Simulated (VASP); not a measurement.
# Ga3Se (I4/mmm) in VASP: single point with r2SCAN

Aim: the single point of Ga3Se with r2SCAN.

Everything below comes from runs of VASP 6.6.1. Logs are shortened: lines on timing, memory, paths and dates and some standing lists are left out, and cuts for length are marked.

**1. The cell of the first run**

It takes space group I4/mmm (No. 139, tetragonal). The conventional cell has a = 3.962 Å, b = 3.962 Å, c = 10.345 Å, α = 90.00°, β = 90.00°, γ = 90.00°. Within 3.7 Å of Ga (site symmetry 4/mmm) lie 4 Se at 2.80 Å and 8 Ga at 3.26 Å. Within 3.7 Å of Ga (site symmetry -4m2) lie 8 Ga at 2.80 to 3.26 Å and 4 Se at 3.26 Å. Se (site symmetry 4/mmm) has 12 Ga at 2.80 to 3.26 Å within 3.7 Å.

**2. Single point, r2SCAN**

Input file POSCAR:

```
Ga3Se
1.0
   -1.9811547906      1.9811547906      5.1727180546
    1.9811547906     -1.9811547906      5.1727180546
    1.9811547906      1.9811547906     -5.1727180546
Ga Se
3 1
Direct
    0.5000000000      0.5000000000      0.0000000000
    0.2500000000      0.7500000000      0.5000000000
    0.7500000000      0.2500000000      0.5000000000
    0.0000000000      0.0000000000      0.0000000000
```

Input file INCAR.step1:

```
ALGO = Normal
EDIFF = 1E-4
ENCUT = 520
GGA = PE
ISMEAR = 0
LASPH = T
LCHARG = F
LREAL = F
LWAVE = T
NBANDS = 30
NELM = 100
PREC = Accurate
SIGMA = 0.1
```

Input file INCAR.step2:

```
ALGO = Normal
EDIFF = 1E-6
ENCUT = 520
ISIF = 2
ISMEAR = 0
ISTART = 1
LASPH = T
LCHARG = F
LMIXTAU = T
LREAL = F
LWAVE = F
METAGGA = R2SCAN
NBANDS = 30
NELM = 100
PREC = Accurate
SIGMA = 0.1
```

Input file KPOINTS:

```
k-points
0
Gamma
  16 16 16
```

Potentials or basis: VASP PAW PBE potentials, release 64 (Ga_d, Se).

Run with:

```
cat potpaw_PBE.64/Ga_d/POTCAR potpaw_PBE.64/Se/POTCAR > POTCAR
cp INCAR.step1 INCAR
mpirun -np 1 vasp_std > vasp.out
cp INCAR.step2 INCAR
mpirun -np 1 vasp_std > vasp.out
```

OUTCAR:

```text
EDIFF = 1E-6
   ENCUT = 520
   ISIF = 2
   ISMEAR = 0
   ISTART = 1
   LASPH = T
   LREAL = F
   METAGGA = R2SCAN
   NELM = 100
   PREC = Accurate

 ion  position               nearest neighbor table
   1  0.500  0.500  0.000-   4 2.80   4 2.80   4 2.80   4 2.80
   2  0.250  0.750  0.500-   3 2.80   3 2.80   3 2.80   3 2.80
   3  0.750  0.250  0.500-   2 2.80   2 2.80   2 2.80   2 2.80
   4  0.000  0.000  0.000-   1 2.80   1 2.80   1 2.80   1 2.80

  LATTYP: Found a body centered tetragonal cell.
 ALAT       =     3.9623095812
 C/A-ratio  =     2.6109610815

  Lattice vectors:

 A1 = (  -1.9811547906,   1.9811547906,   5.1727180546)
 A2 = (   1.9811547906,  -1.9811547906,   5.1727180546)
 A3 = (   1.9811547906,   1.9811547906,  -5.1727180546)

Analysis of symmetry for initial positions (statically):
=====================================================================
 Subroutine PRICEL returns:
 Original cell was already a primitive cell.

 Routine SETGRP: Setting up the symmetry group for a
 body centered tetragonal supercell.

 Subroutine GETGRP returns: Found 16 space group operations
 (whereof 16 operations were pure point group operations)
 out of a pool of 16 trial point group operations.

The static configuration has the point symmetry D_4h.

Analysis of symmetry for dynamics (positions and initial velocities):
=====================================================================
 Subroutine PRICEL returns:
 Original cell was already a primitive cell.

 Routine SETGRP: Setting up the symmetry group for a
 body centered tetragonal supercell.

 Subroutine GETGRP returns: Found 16 space group operations
 (whereof 16 operations were pure point group operations)
 out of a pool of 16 trial point group operations.

The dynamic configuration has the point symmetry D_4h.

 Subroutine INISYM returns: Found 16 space group operations
 (whereof 16 operations are pure point group operations),
 and found     1 'primitive' translations

----------------------------------------------------------------------------------------

                                     Primitive cell

  volume of cell :      81.2111

  direct lattice vectors                    reciprocal lattice vectors
    -1.981154791  1.981154791  5.172718055     0.000000000  0.252378059  0.096660981
     1.981154791 -1.981154791  5.172718055     0.252378059  0.000000000  0.096660981
     1.981154791  1.981154791 -5.172718055     0.252378059  0.252378059  0.000000000

  length of vectors
     5.882768114  5.882768114  5.882768114     0.270255490  0.270255490  0.356916473

  position of ions in fractional coordinates (direct lattice)
     0.500000000  0.500000000  0.000000000
     0.250000000  0.750000000  0.500000000
     0.750000000  0.250000000  0.500000000
     0.000000000  0.000000000  0.000000000

  ion indices of the primitive-cell ions
   primitive index   ion index
                 1           1
                 2           2
                 3           3
                 4           4

----------------------------------------------------------------------------------------

 KPOINTS: k-points

Automatic generation of k-mesh.
 Grid dimensions read from file:
 generate k-points for:   16   16   16

 Generating k-lattice:

  Cartesian coordinates                     Fractional coordinates (reciprocal lattice)
     0.000000000  0.015773629  0.006041311     0.062500000  0.000000000  0.000000000
     0.015773629  0.000000000  0.006041311     0.000000000  0.062500000  0.000000000
     0.015773629  0.015773629  0.000000000     0.000000000  0.000000000  0.062500000

  Length of vectors
     0.016890968  0.016890968  0.022307280

  Shift w.r.t. Gamma in fractional coordinates (k-lattice)
     0.000000000  0.000000000  0.000000000

 Subroutine IBZKPT returns following result:
 ===========================================

 Found    349 irreducible k-points:

 Following reciprocal coordinates:
            Coordinates               Weight
  0.000000  0.000000  0.000000      1.000000
  0.062500  0.000000  0.000000      8.000000
  0.125000  0.000000  0.000000      8.000000
  0.187500  0.000000 -0.000000      8.000000
  0.250000  0.000000  0.000000      8.000000
  0.312500  0.000000 -0.000000      8.000000
[... 16 lines left out ...]
 -0.125000  0.062500  0.000000     16.000000
 -0.062500  0.062500  0.000000      4.000000
 [... further k-points ...]
   k-points           NKPTS =    349   k-points in BZ     NKDIM =    349   number of bands    NBANDS=     30
   number of dos      NEDOS =    301   number of ions     NIONS =      4
   total plane-waves  NPLWV = 110592
   dimension x,y,z NGX =    48 NGY =   48 NGZ =   48
   dimension x,y,z NGXF=    96 NGYF=   96 NGZF=   96
   ions per type =               3   1
   NGX,Y,Z   is equivalent  to a cutoff of  13.56, 13.56, 13.56 a.u.
   NGXF,Y,Z  is equivalent  to a cutoff of  27.13, 27.13, 27.13 a.u.
 SYSTEM =  unknown system
   PREC   = accura    normal or accurate (medium, high low for compatibility)
   ISTART =      1    job   : 0-new  1-cont  2-samecut
   ICHARG =      0    charge: 1-file 2-atom 10-const
   ISPIN  =      1    spin polarized calculation?
   LNONCOLLINEAR =      F non collinear calculations
   LSORBIT =      F    spin-orbit coupling
   LASPH  =      T    aspherical Exc in radial PAW
   ENCUT  =  520.0 eV  38.22 Ry    6.18 a.u.  10.94 10.94 10.94*2*pi/ulx,y,z
   NELM   =    100;   NELMIN=  2; NELMDL=  0     # of ELM steps
   EDIFF  = 0.1E-05   stopping-criterion for ELM
   LREAL  =      F    real-space projection
[... 7 lines left out ...]
   TEBEG  =    0.0;   TEEND  =   0.0 temperature during run
   PSTRESS=    0.0 pullay stress
   NELECT =      45.0000    total number of electrons
   NUPDOWN=      -1.0000    fix difference up-down
   EMIN   =  10.00;   EMAX   =-10.00  energy-range for DOS
   EFERMI =   0.00;   METHOD = LEGACY
   ISMEAR =     0;   SIGMA  =   0.10  broadening in eV -4-tet -1-fermi 0-gaus
   EFERMI_NEDOS =   21; number of points for ismear=-14 and -15
   IALGO  =     38    algorithm
   IMIX   =      4    mixing-type and parameters
     AMIX     =   0.40;   BMIX     =  1.00
     AMIX_MAG =   1.60;   BMIX_MAG =  1.00
  volume/ion in A,a.u.               =      20.30       137.01
  Fermi-wavevector in a.u.,A,eV,Ry     =   1.344643  2.541008 24.600230  1.808066
  Thomas-Fermi vector in A             =   2.472620
   LORBIT       =      0    0 simple, 1 ext, 2 COOP (PROOUT), +10 PAW based schemes
   METAGGA = R2SCAN    functional components
   LHFCALC =     F    Hartree Fock is set to
   AEXX    =    0.0000 exact exchange contribution
   IVDW    =     0    specifies the selected vdW correction
   LEPSILON=     F    determine dielectric tensor
   LRPA    =     F    only Hartree local field effects (RPA)
 non-spin polarized calculation
 Gauss-broadening in eV      SIGMA  =   0.10
  energy-cutoff  :      520.00
  volume of cell :       81.21
 maximum number of plane-waves:      2244
 NGX is ok and might be reduce to    48
   NGX = 21   NGY = 21   NGZ = 21

 number of electron      45.0000003 magnetization

 Free energy of the ion-electron system (eV)
  ---------------------------------------------------
  ext. energy  EPLUGINS =         0.00000000
  ---------------------------------------------------
  free energy    TOTEN  =       -48.38055917 eV

  energy without entropy =      -48.37362814  energy(sigma->0) =      -48.37709366

 E-fermi :   5.0156     XC(G=0): -11.4414

 val. band max:        5.0152501692   @ k =  -0.4375   0.3750  -0.0000
 cond. band min:       5.0168553708   @ k =  -0.0625   0.3125   0.0625
 fundamental gap:      0.0016052016
 Fermi energy:         5.0156486167

 k-point     1 :       0.0000    0.0000    0.0000
  band No.  band energies     occupation
      1     -10.6952      2.00000
      2     -10.6340      2.00000
      3     -10.5799      2.00000
      4     -10.5202      2.00000
      5     -10.5202      2.00000
      6     -10.4055      2.00000
[... 22 lines left out ...]
     29      12.3134      0.00000
     30      14.9779      0.00000

 k-point     2 :       0.0625    0.0000    0.0000
  band No.  band energies     occupation
      1     -10.6907      2.00000
      2     -10.6306      2.00000
      3     -10.5765      2.00000
      4     -10.5210      2.00000
      5     -10.5192      2.00000
      6     -10.3998      2.00000
[... 22 lines left out ...]
     29      12.2803      0.00000
     30      15.1884      0.00000

 k-point     3 :       0.1250    0.0000    0.0000
  band No.  band energies     occupation
      1     -10.6773      2.00000
      2     -10.6207      2.00000
      3     -10.5667      2.00000
      4     -10.5223      2.00000
      5     -10.5162      2.00000
      6     -10.4030      2.00000
[... 22 lines left out ...]
     29      12.2261      0.00000
     30      14.5514      0.00000

 k-point     4 :       0.1875    0.0000   -0.0000
  band No.  band energies     occupation
      1     -10.6553      2.00000
      2     -10.6054      2.00000
      3     -10.5511      2.00000
      4     -10.5217      2.00000
      5     -10.5113      2.00000
      6     -10.4095      2.00000
[... 22 lines left out ...]
     29      12.2946      0.00000
     30      13.5975      0.00000

 k-point     5 :       0.2500    0.0000    0.0000
  band No.  band energies     occupation
      1     -10.6253      2.00000
      2     -10.5861      2.00000
      3     -10.5319      2.00000
      4     -10.5167      2.00000
      5     -10.5046      2.00000
      6     -10.4193      2.00000
[... 22 lines left out ...]
     29      12.4065      0.00000
     30      12.5688      0.00000
[... 526 lines left out ...]
     29      11.9639      0.00000
     30      12.7738      0.00000

 k-point    22 :      -0.1875    0.0625    0.0000
  band No.  band energies     occupation
      1     -10.6562      2.00000
      2     -10.5995      2.00000
      3     -10.5469      2.00000
      4     -10.5287      2.00000
      5     -10.5020      2.00000
      6     -10.4181      2.00000
[... 22 lines left out ...]
     29      12.3800      0.00000
     30      13.0704      0.00000

 k-point    23 :      -0.1250    0.0625    0.0000
  band No.  band energies     occupation
      1     -10.6752      2.00000
      2     -10.6164      2.00000
      3     -10.5626      2.00000
      4     -10.5277      2.00000
      5     -10.5089      2.00000
      6     -10.4096      2.00000
[... 22 lines left out ...]
     29      12.3358      0.00000
     30      13.9417      0.00000

 k-point    24 :      -0.0625    0.0625    0.0000
  band No.  band energies     occupation
      1     -10.6868      2.00000
      2     -10.6271      2.00000
      3     -10.5728      2.00000
      4     -10.5244      2.00000
      5     -10.5147      2.00000
      6     -10.4034      2.00000
[... 22 lines left out ...]
     29      12.3289      0.00000
     30      14.7768      0.00000

 [... further k-points ...]

------------------------ aborting loop because EDIFF is reached ----------------------------------------

  FORCE on cell =-STRESS in cart. coord.  units (eV):
  Direction    XX          YY          ZZ          XY          YZ          ZX
  --------------------------------------------------------------------------------------
  -------------------------------------------------------------------------------------
  Total        0.0151651      0.0151651      0.0204621      0.0000000      0.0000000     -0.0000000
  in kB        0.2991848      0.2991848      0.4036865      0.0000000      0.0000000     -0.0000000
  external PRESSURE =       0.3340187 kB  Pullay stress =       0.0000000 kB

 VOLUME and BASIS-vectors are now :
 -----------------------------------------------------------------------------
  energy-cutoff  :      520.00
  volume of cell :       81.21
      direct lattice vectors                 reciprocal lattice vectors
    -1.981154791  1.981154791  5.172718055     0.000000000  0.252378059  0.096660981
     1.981154791 -1.981154791  5.172718055     0.252378059  0.000000000  0.096660981
     1.981154791  1.981154791 -5.172718055     0.252378059  0.252378059  0.000000000

 POSITION                                       TOTAL-FORCE (eV/Angst)
 -----------------------------------------------------------------------------------
      0.00000      0.00000      5.17272         0.000000     -0.000000     -0.000000
      1.98115     -0.00000      2.58636         0.000000      0.000000      0.000000
     -0.00000      1.98115      2.58636        -0.000000     -0.000000     -0.000000
      0.00000      0.00000      0.00000         0.000000     -0.000000     -0.000000
 -----------------------------------------------------------------------------------
    total drift:                                0.000000     -0.000000      0.000000

  FREE ENERGIE OF THE ION-ELECTRON SYSTEM (eV)
  ---------------------------------------------------
  free  energy   TOTEN  =       -48.3805591694 eV

  energy  without entropy=      -48.3736281414  energy(sigma->0) =      -48.37709366
```

It took 3.2 h on 1 thread of Oxide Virtual Turin-like, shared host; peak memory 0.85 GiB.

Results:

```yaml
Free_energy: -48.3806 eV
Pressure: 0.0 GPa
Band_gap_on_the_k_mesh: zero (an odd number of electrons rules out a gap without spin polarisation)
```

Levels at points of the mesh, in eV from the Fermi level:
| k point | band 20 | band 21 | band 22 | band 23 | band 24 | band 25 |
| --- | --- | --- | --- | --- | --- | --- |
| (0.00, 0.00, 0.00) | -3.04 | -3.04 | -0.18 | 0.06 | 0.06 | 1.08 |
| (0.50, 0.00, 0.00) | -2.06 | -1.69 | -0.37 | 0.95 | 1.66 | 2.49 |
| (0.50, 0.50, 0.00) | -4.97 | -4.51 | -2.53 | -1.51 | -1.17 | 1.26 |
| (0.50, 0.50, 0.50) | -3.45 | -1.10 | -0.59 | 1.22 | 1.22 | 2.05 |

Caveat: the PAW data sets were made with another functional, which shifts forces and pressure a little.
